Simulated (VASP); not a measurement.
# LiH (I4/mmm) in VASP: further runs, part 2 of 2

VASP 6.6.1. The steps go on from the part before.

## 3. Single point, PBEsol (strain +0.080 along x and y, -0.080 along z)

File INCAR:

```
SYSTEM = LiH
  PREC = Accurate
  ENCUT = 520
  EDIFF = 1E-7
  ISMEAR = 0
  SIGMA = 0.05
  LREAL = .FALSE.
  LASPH = .TRUE.
  NELM = 80
  ALGO = Normal
  ISIF = 2
  LWAVE = .FALSE.
  LCHARG = .FALSE.
  GGA = PS
  NBANDS = 9
```

File KPOINTS:

```
regular mesh
0
G
  10 10 10
  0 0 0
```

File POSCAR:

```
LiH
1.0
    0.0000000000      2.1951000000      1.8699000000
    2.1951000000      0.0000000000      1.8699000000
    2.1951000000      2.1951000000      0.0000000000
Li H
1 1
Direct
    0.0000000000      0.0000000000      0.0000000000
    0.5000000000      0.5000000000      0.5000000000
```

Potentials or basis: VASP PAW PBE potentials, release 64 (Li_sv, H).

Launch:

```console
$ cat potpaw_PBE.64/Li_sv/POTCAR potpaw_PBE.64/H/POTCAR > POTCAR
$ mpirun -np 1 vasp_std > vasp.out
```

OUTCAR:

```text
SYSTEM = LiH
   PREC = Accurate
   ENCUT = 520
   EDIFF = 1E-7
   ISMEAR = 0
   LREAL = .FALSE.
   LASPH = .TRUE.
   NELM = 80
   ISIF = 2
   GGA = PS

 ion  position               nearest neighbor table
   1  0.000  0.000  0.000-
   2  0.500  0.500  0.500-

  LATTYP: Found a body centered tetragonal cell.
 ALAT       =     3.1043401908
 C/A-ratio  =     1.2047004420

  Lattice vectors:

 A1 = (   0.0000000000,  -2.1951000000,  -1.8699000000)
 A2 = (   0.0000000000,   2.1951000000,  -1.8699000000)
 A3 = (   2.1951000000,   0.0000000000,   1.8699000000)

Analysis of symmetry for initial positions (statically):
=====================================================================
 Subroutine PRICEL returns:
 Original cell was already a primitive cell.

 Routine SETGRP: Setting up the symmetry group for a
 body centered tetragonal supercell.

 Subroutine GETGRP returns: Found 16 space group operations
 (whereof 16 operations were pure point group operations)
 out of a pool of 16 trial point group operations.

The static configuration has the point symmetry D_4h.

Analysis of symmetry for dynamics (positions and initial velocities):
=====================================================================
 Subroutine PRICEL returns:
 Original cell was already a primitive cell.

 Routine SETGRP: Setting up the symmetry group for a
 body centered tetragonal supercell.

 Subroutine GETGRP returns: Found 16 space group operations
 (whereof 16 operations were pure point group operations)
 out of a pool of 16 trial point group operations.

The dynamic configuration has the point symmetry D_4h.

 Subroutine INISYM returns: Found 16 space group operations
 (whereof 16 operations are pure point group operations),
 and found     1 'primitive' translations

----------------------------------------------------------------------------------------

                                     Primitive cell

[... 110 lines left out ...]
     AMIX_MAG =   1.60;   BMIX_MAG =  1.00
  volume/ion in A,a.u.               =       9.01        60.80
  Fermi-wavevector in a.u.,A,eV,Ry     =   0.991233  1.873159 13.368312  0.982543
  Thomas-Fermi vector in A             =   2.122960
   LORBIT       =      0    0 simple, 1 ext, 2 COOP (PROOUT), +10 PAW based schemes
   GGA     = PS    functional components
   LHFCALC =     F    Hartree Fock is set to
   AEXX    =    0.0000 exact exchange contribution
   IVDW    =     0    specifies the selected vdW correction
   LEPSILON=     F    determine dielectric tensor
   LRPA    =     F    only Hartree local field effects (RPA)
 non-spin polarized calculation
 Gauss-broadening in eV      SIGMA  =   0.05
  energy-cutoff  :      520.00
  volume of cell :       18.02
 maximum number of plane-waves:       504
 NGX is ok and might be reduce to    24
   NGX = 11   NGY = 11   NGZ = 11

 number of electron       4.0000006 magnetization

 Free energy of the ion-electron system (eV)
  ---------------------------------------------------
  ext. energy  EPLUGINS =         0.00000000
  ---------------------------------------------------
  free energy    TOTEN  =        -6.03816273 eV

  energy without entropy =       -6.03816273  energy(sigma->0) =       -6.03816273

 E-fermi :   0.6441     XC(G=0):  -8.2285

 val. band max:        0.3371722009   @ k =   0.5000   0.5000   0.0000
 cond. band min:       1.8698799359   @ k =   0.5000   0.0000   0.5000
 fundamental gap:      1.5327077350
 Fermi energy:         0.6440951285

 k-point     1 :       0.0000    0.0000    0.0000
  band No.  band energies     occupation
      1     -44.1362      2.00000
      2      -5.4421      2.00000
      3      13.9269      0.00000
      4      15.6015      0.00000
      5      16.9227      0.00000
      6      16.9227      0.00000
      7      20.7624      0.00000
      8      20.7625      0.00000
      9      21.5477      0.00000
[... 265 lines left out ...]
 k-point    24 :       0.4000    0.3000    0.0000
  band No.  band energies     occupation
      1     -44.0940      2.00000
      2      -2.0973      2.00000
      3       7.0160      0.00000
      4       8.8565      0.00000
      5       9.3488      0.00000
      6      13.5128      0.00000
      7      15.5045      0.00000
      8      25.7916      0.00000
      9      26.8685      0.00000

 [... further k-points ...]
[... 5 lines left out ...]
  --------------------------------------------------------------------------------------
  -------------------------------------------------------------------------------------
  Total       -0.6592961     -0.6592961      0.3840124      0.0000000      0.0000000     -0.0000000
  in kB      -58.6184198    -58.6184198     34.1427760      0.0000000      0.0000000     -0.0000000
  external PRESSURE =     -27.6980212 kB  Pullay stress =       0.0000000 kB

 VOLUME and BASIS-vectors are now :
 -----------------------------------------------------------------------------
  energy-cutoff  :      520.00
  volume of cell :       18.02
      direct lattice vectors                 reciprocal lattice vectors
     0.000000000  2.195100000  1.869900000    -0.227780056  0.227780056  0.267393978
     2.195100000  0.000000000  1.869900000     0.227780056 -0.227780056  0.267393978
     2.195100000  2.195100000  0.000000000     0.227780056  0.227780056 -0.267393978

 POSITION                                       TOTAL-FORCE (eV/Angst)
 -----------------------------------------------------------------------------------
      0.00000      0.00000      0.00000         0.000000      0.000000      0.000000
      2.19510      2.19510      1.86990         0.000000     -0.000000     -0.000000
 -----------------------------------------------------------------------------------
    total drift:                                0.000000     -0.000000     -0.000000

  FREE ENERGIE OF THE ION-ELECTRON SYSTEM (eV)
  ---------------------------------------------------
  free  energy   TOTEN  =        -6.0381627262 eV

  energy  without entropy=       -6.0381627262  energy(sigma->0) =       -6.03816273
```

OSZICAR:

```text
N       E                     dE             d eps       ncg     rms          rms(c)
DAV:   1    -0.159015516126E+01   -0.15902E+01   -0.14148E+03  1868   0.395E+02
DAV:   2    -0.620125366331E+01   -0.46111E+01   -0.45628E+01  2498   0.543E+01
DAV:   3    -0.627397735814E+01   -0.72724E-01   -0.72693E-01  2326   0.554E+00
DAV:   4    -0.627432194477E+01   -0.34459E-03   -0.34456E-03  2424   0.368E-01
DAV:   5    -0.627432369223E+01   -0.17475E-05   -0.17474E-05  2324   0.205E-02    0.273E+00
DAV:   6    -0.609304268790E+01    0.18128E+00   -0.16533E-01  2091   0.118E+00    0.134E+00
DAV:   7    -0.603670301096E+01    0.56340E-01   -0.18848E-01  2205   0.144E+00    0.216E-01
DAV:   8    -0.603819862736E+01   -0.14956E-02   -0.42208E-03  2136   0.434E-01    0.346E-02
DAV:   9    -0.603816412612E+01    0.34501E-04   -0.11910E-04  2398   0.414E-02    0.820E-03
DAV:  10    -0.603816280805E+01    0.13181E-05   -0.42295E-06  2173   0.149E-02    0.271E-03
DAV:  11    -0.603816272615E+01    0.81894E-07   -0.23243E-07  2360   0.285E-03
   1 F= -.60381627E+01 E0= -.60381627E+01  d E =-.121867E-20
```

Run time: 9.9 s. Hardware: 1 thread of Intel Xeon Platinum 8488C (Sapphire Rapids), shared host; peak memory 0.13 GiB.

What came out:

```yaml
Free_energy: -6.0382 eV
Band_gap_on_the_k_mesh: 1.53 eV, indirect (least direct gap 2.60 eV)
```

Levels at points of the mesh, in eV from the valence-band top:
| k point | band 1 | band 2 | band 3 | band 4 | band 5 | band 6 | band 7 |
| --- | --- | --- | --- | --- | --- | --- | --- |
| (0.00, 0.00, 0.00) | -44.47 | -5.78 | 13.59 | 15.26 | 16.59 | 16.59 | 20.43 |
| (0.50, 0.00, 0.00) | -44.44 | -3.08 | 3.87 | 11.19 | 13.36 | 15.62 | 17.40 |
| (0.50, 0.50, 0.00) | -44.42 | 0.00 | 3.69 | 7.92 | 7.92 | 10.90 | 14.62 |
| (0.50, 0.00, 0.50) | -44.44 | -1.07 | 1.53 | 9.80 | 11.10 | 13.43 | 15.36 |

Caveat: the cell differs from its parent crystal (strain +0.080 along x and y, -0.080 along z); the cutoff is under 1.25 times the usual one of these potentials, so pressure, stress and relaxed cells hold a basis-set (Pulay) error; the PAW data sets were made with another functional, which shifts forces and pressure a little. A k mesh can miss the band edges.
